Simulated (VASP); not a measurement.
# Pb (Fm-3m) in VASP: notebook, part 3 of 3

VASP 6.6.1.

## Step 4: Single point, PBE

This run uses another cell than the first one, of 32.05 Å³/atom, 1.057 times its volume.

INCAR reads:

```
SYSTEM = Pb
PREC = Accurate
ENCUT = 500
EDIFF = 1E-6
ISMEAR = 0
SIGMA = 0.05
LREAL = .FALSE.
LASPH = .TRUE.
NELM = 120
ALGO = Normal
ISIF = 2
LWAVE = .FALSE.
LCHARG = .TRUE.
GGA = PE
LELF = .TRUE.
LVHAR = .TRUE.
NBANDS = 13
GGA_COMPAT = .FALSE.
```

KPOINTS reads:

```
Automatic mesh
0
G
  8 8 8
  0 0 0
```

POSCAR reads:

```
Pb
1.0
    0.0000000000      2.5212142508      2.5212142508
    2.5212142508      0.0000000000      2.5212142508
    2.5212142508      2.5212142508      0.0000000000
Pb
1
Direct
    0.0000000000      0.0000000000      0.0000000000
```

Potentials or basis: VASP PAW PBE potentials, release 64 (Pb_d).

On the command line:

```console
> cat potpaw_PBE.64/Pb_d/POTCAR > POTCAR
> mpirun -np 1 vasp_std > vasp.out
```

OUTCAR:

```text
SYSTEM = Pb
   PREC = Accurate
   ENCUT = 500
   EDIFF = 1E-6
   ISMEAR = 0
   LREAL = .FALSE.
   LASPH = .TRUE.
   NELM = 120
   ISIF = 2
   GGA = PE

 ion  position               nearest neighbor table
   1  0.000  0.000  0.000-

  LATTYP: Found a face centered cubic cell.
 ALAT       =     5.0424285016

  Lattice vectors:

 A1 = (   0.0000000000,   2.5212142508,   2.5212142508)
 A2 = (   2.5212142508,   0.0000000000,   2.5212142508)
 A3 = (   2.5212142508,   2.5212142508,   0.0000000000)

Analysis of symmetry for initial positions (statically):
=====================================================================
 Subroutine PRICEL returns:
 Original cell was already a primitive cell.

 Routine SETGRP: Setting up the symmetry group for a
 face centered cubic supercell.

 Subroutine GETGRP returns: Found 48 space group operations
 (whereof 48 operations were pure point group operations)
 out of a pool of 48 trial point group operations.

The static configuration has the point symmetry O_h .

Analysis of symmetry for dynamics (positions and initial velocities):
=====================================================================
 Subroutine PRICEL returns:
 Original cell was already a primitive cell.

 Routine SETGRP: Setting up the symmetry group for a
 face centered cubic supercell.

 Subroutine GETGRP returns: Found 48 space group operations
 (whereof 48 operations were pure point group operations)
 out of a pool of 48 trial point group operations.

The dynamic configuration has the point symmetry O_h .

 Subroutine INISYM returns: Found 48 space group operations
 (whereof 48 operations are pure point group operations),
 and found     1 'primitive' translations

----------------------------------------------------------------------------------------

                                     Primitive cell

  volume of cell :      32.0523

  direct lattice vectors                    reciprocal lattice vectors
     0.000000000  2.521214251  2.521214251    -0.198317140  0.198317140  0.198317140
     2.521214251  0.000000000  2.521214251     0.198317140 -0.198317140  0.198317140
     2.521214251  2.521214251  0.000000000     0.198317140  0.198317140 -0.198317140

  length of vectors
     3.565535387  3.565535387  3.565535387     0.343495363  0.343495363  0.343495363

  position of ions in fractional coordinates (direct lattice)
     0.000000000  0.000000000  0.000000000

  ion indices of the primitive-cell ions
   primitive index   ion index
                 1           1

----------------------------------------------------------------------------------------

 KPOINTS: Automatic mesh

Automatic generation of k-mesh.
 Grid dimensions read from file:
 generate k-points for:    8    8    8

 Generating k-lattice:

  Cartesian coordinates                     Fractional coordinates (reciprocal lattice)
    -0.024789643  0.024789643  0.024789643     0.125000000  0.000000000  0.000000000
     0.024789643 -0.024789643  0.024789643     0.000000000  0.125000000  0.000000000
     0.024789643  0.024789643 -0.024789643     0.000000000  0.000000000  0.125000000

  Length of vectors
     0.042936920  0.042936920  0.042936920

  Shift w.r.t. Gamma in fractional coordinates (k-lattice)
     0.000000000  0.000000000  0.000000000

 Subroutine IBZKPT returns following result:
 ===========================================

 Found     29 irreducible k-points:

 Following reciprocal coordinates:
            Coordinates               Weight
  0.000000  0.000000  0.000000      1.000000
  0.125000  0.000000  0.000000      8.000000
  0.250000  0.000000  0.000000      8.000000
  0.375000  0.000000  0.000000      8.000000
  0.500000  0.000000  0.000000      4.000000
  0.125000  0.125000  0.000000      6.000000
[... 16 lines left out ...]
  0.500000  0.250000  0.125000     48.000000
 -0.375000  0.250000  0.125000     24.000000
 [... further k-points ...]
   k-points           NKPTS =     29   k-points in BZ     NKDIM =     29   number of bands    NBANDS=     13
   number of dos      NEDOS =    301   number of ions     NIONS =      1
   total plane-waves  NPLWV =  21952
   dimension x,y,z NGX =    28 NGY =   28 NGZ =   28
   dimension x,y,z NGXF=    56 NGYF=   56 NGZF=   56
   ions per type =               1
   NGX,Y,Z   is equivalent  to a cutoff of  13.06, 13.06, 13.06 a.u.
   NGXF,Y,Z  is equivalent  to a cutoff of  26.11, 26.11, 26.11 a.u.
 SYSTEM =  Pb
   PREC   = accura    normal or accurate (medium, high low for compatibility)
   ISTART =      0    job   : 0-new  1-cont  2-samecut
   ICHARG =      2    charge: 1-file 2-atom 10-const
   ISPIN  =      1    spin polarized calculation?
   LNONCOLLINEAR =      F non collinear calculations
   LSORBIT =      F    spin-orbit coupling
   LASPH  =      T    aspherical Exc in radial PAW
   ENCUT  =  500.0 eV  36.75 Ry    6.06 a.u.   6.50  6.50  6.50*2*pi/ulx,y,z
   NELM   =    120;   NELMIN=  2; NELMDL= -5     # of ELM steps
   EDIFF  = 0.1E-05   stopping-criterion for ELM
   LREAL  =      F    real-space projection
   EDIFFG = 0.1E-04   stopping-criterion for IOM
   NSW    =      0    number of steps for IOM
   IBRION =     -1    ionic relax: 0-MD 1-quasi-New 2-CG
   NFREE  =      0    steps in history (QN), initial steepest desc. (CG)
   ISIF   =      2    stress and relaxation
   ISYM   =      2    0-nonsym 1-usesym 2-fastsym
   POTIM  = 0.5000    time-step for ionic-motion
   TEBEG  =    0.0;   TEEND  =   0.0 temperature during run
   PSTRESS=    0.0 pullay stress
   NELECT =      14.0000    total number of electrons
   NUPDOWN=      -1.0000    fix difference up-down
   EMIN   =  10.00;   EMAX   =-10.00  energy-range for DOS
   EFERMI =   0.00;   METHOD = LEGACY
   ISMEAR =     0;   SIGMA  =   0.05  broadening in eV -4-tet -1-fermi 0-gaus
   EFERMI_NEDOS =   21; number of points for ismear=-14 and -15
   IALGO  =     38    algorithm
   IMIX   =      4    mixing-type and parameters
     AMIX     =   0.40;   BMIX     =  1.00
     AMIX_MAG =   1.60;   BMIX_MAG =  1.00
  volume/ion in A,a.u.               =      32.05       216.30
  Fermi-wavevector in a.u.,A,eV,Ry     =   1.242122  2.347271 20.991997  1.542868
  Thomas-Fermi vector in A             =   2.376491
   LORBIT       =      0    0 simple, 1 ext, 2 COOP (PROOUT), +10 PAW based schemes
   GGA     = PE    functional components
   LHFCALC =     F    Hartree Fock is set to
   AEXX    =    0.0000 exact exchange contribution
   IVDW    =     0    specifies the selected vdW correction
   LEPSILON=     F    determine dielectric tensor
   LRPA    =     F    only Hartree local field effects (RPA)
 non-spin polarized calculation
 Gauss-broadening in eV      SIGMA  =   0.05
  energy-cutoff  :      500.00
  volume of cell :       32.05
 maximum number of plane-waves:       869
 NGX is ok and might be reduce to    28
   NGX = 13   NGY = 13   NGZ = 13

 number of electron      14.0000003 magnetization

 Free energy of the ion-electron system (eV)
  ---------------------------------------------------
  ext. energy  EPLUGINS =         0.00000000
  ---------------------------------------------------
  free energy    TOTEN  =        -3.58057304 eV

  energy without entropy =       -3.58027323  energy(sigma->0) =       -3.58042313

 E-fermi :   6.4964     XC(G=0):  -9.9205

 val. band max:        6.4348345436   @ k =   0.3750   0.2500   0.0000
 cond. band min:       6.7885364069   @ k =  -0.3750   0.2500   0.0000
 fundamental gap:      0.3537018633
 Fermi energy:         6.4963847862

 k-point     1 :       0.0000    0.0000    0.0000
  band No.  band energies     occupation
      1     -10.3571      2.00000
      2     -10.3571      2.00000
      3     -10.3571      2.00000
      4     -10.2396      2.00000
      5     -10.2396      2.00000
      6      -4.7128      2.00000
      7      13.6641      0.00000
      8      13.6641      0.00000
      9      13.6641      0.00000
     10      16.3994      0.00000
     11      17.3163      0.00000
     12      18.7626      0.00000
     13      18.7626      0.00000
[... 353 lines left out ...]
 k-point    24 :      -0.3750    0.2500    0.1250
  band No.  band energies     occupation
      1     -10.3581      2.00000
      2     -10.3389      2.00000
      3     -10.2526      2.00000
      4     -10.2019      2.00000
      5     -10.1305      2.00000
      6      -0.8591      2.00000
      7       3.6058      2.00000
      8       7.9932      0.00000
      9       9.8389      0.00000
     10      15.2259      0.00000
     11      17.2568      0.00000
     12      21.4706      0.00000
     13      21.7610      0.00000

 [... further k-points ...]
[... 5 lines left out ...]
  --------------------------------------------------------------------------------------
  -------------------------------------------------------------------------------------
  Total       -0.0097836     -0.0097836     -0.0097836      0.0000000     -0.0000000     -0.0000000
  in kB       -0.4890478     -0.4890478     -0.4890478      0.0000000     -0.0000000     -0.0000000
  external PRESSURE =      -0.4890478 kB  Pullay stress =       0.0000000 kB

 VOLUME and BASIS-vectors are now :
 -----------------------------------------------------------------------------
  energy-cutoff  :      500.00
  volume of cell :       32.05
      direct lattice vectors                 reciprocal lattice vectors
     0.000000000  2.521214251  2.521214251    -0.198317140  0.198317140  0.198317140
     2.521214251  0.000000000  2.521214251     0.198317140 -0.198317140  0.198317140
     2.521214251  2.521214251  0.000000000     0.198317140  0.198317140 -0.198317140

 POSITION                                       TOTAL-FORCE (eV/Angst)
 -----------------------------------------------------------------------------------
      0.00000      0.00000      0.00000         0.000000      0.000000     -0.000000
 -----------------------------------------------------------------------------------
    total drift:                               -0.000000     -0.000000     -0.000000

  FREE ENERGIE OF THE ION-ELECTRON SYSTEM (eV)
  ---------------------------------------------------
  free  energy   TOTEN  =        -3.5805730362 eV

  energy  without entropy=       -3.5802732253  energy(sigma->0) =       -3.58042313
```

OSZICAR:

```text
N       E                     dE             d eps       ncg     rms          rms(c)
DAV:   1     0.105646930375E+03    0.10565E+03   -0.69195E+03   759   0.120E+03
DAV:   2     0.143591408689E+01   -0.10421E+03   -0.10091E+03   794   0.305E+02
DAV:   3    -0.347302518733E+01   -0.49089E+01   -0.48951E+01   925   0.723E+01
DAV:   4    -0.358602831802E+01   -0.11300E+00   -0.11297E+00   979   0.117E+01
DAV:   5    -0.358999817281E+01   -0.39699E-02   -0.39696E-02  1009   0.195E+00    0.477E-01
DAV:   6    -0.358220100645E+01    0.77972E-02   -0.11897E-02   982   0.186E+00    0.244E-01
DAV:   7    -0.358056621773E+01    0.16348E-02   -0.52863E-03   969   0.115E+00    0.894E-02
DAV:   8    -0.358057481759E+01   -0.85999E-05   -0.40512E-04   957   0.318E-01    0.994E-03
DAV:   9    -0.358057362315E+01    0.11944E-05   -0.10901E-05  1040   0.545E-02    0.451E-03
DAV:  10    -0.358057303624E+01    0.58691E-06   -0.11417E-06   742   0.126E-02
   1 F= -.35805730E+01 E0= -.35804231E+01  d E =-.299811E-03
```

stdout:

```text
POSCAR found type information on POSCAR Pb
 POSCAR found :  1 types and       1 ions
 scaLAPACK will be used
 LDA part: xc-table for (Slater+PW92), standard interpolation
 POSCAR, INCAR and KPOINTS ok, starting setup
 FFT: planning ... GRIDC
 FFT: planning ... GRID_SOFT
 FFT: planning ... GRID
 WAVECAR not read
 entering main loop
```

It took 6.6 s on 1 thread of Intel Xeon Platinum 8559C (Emerald Rapids), shared host; peak memory 0.15 GiB.

Results:

```
Free energy            : -3.5806 eV
Pressure               : 0.0 GPa
Band gap on the k mesh : zero (band 7 reaches 13.66 eV, above the bottom of band 8 at 5.41 eV)
```

Levels at points of the mesh, in eV from the Fermi level:
```tsv
k point	band 3	band 4	band 5	band 6	band 7	band 8	band 9	band 10	band 11	band 12
(0.00, 0.00, 0.00)	-16.85	-16.74	-16.74	-11.21	7.17	7.17	7.17	9.90	10.82	12.27
(0.50, 0.00, 0.00)	-16.84	-16.62	-16.62	-7.90	-3.76	5.46	5.46	9.17	9.38	11.06
(0.50, 0.50, 0.00)	-16.63	-16.59	-16.59	-6.62	-2.87	2.17	2.17	5.40	6.66	18.13
```

Caveat: spin-orbit coupling is left out, which moves the levels of the heavy elements.

## Step 5: Overview

```tsv
cell	cutoff (eV)	gap on the mesh (eV)	pressure (GPa)
a = 3.500 Å, angles 60.0°, 1 atom	520	none	2.6
a = 3.521 Å, angles 60.0°, 1 atom	500	none	1.7
a = 3.566 Å, angles 60.0°, 1 atom	500	none	0.0
```

Alike in all rows: task single point; level PBE; potentials or basis VASP PAW PBE potentials, release 64 (Pb_d); no spin polarisation; k mesh 8 × 8 × 8; smearing gaussian 0.05 eV.

Caveats: spin-orbit coupling is left out, which moves the levels of the heavy elements.

Total energies depend on the potentials used, so only differences within one code and one set of settings carry meaning.
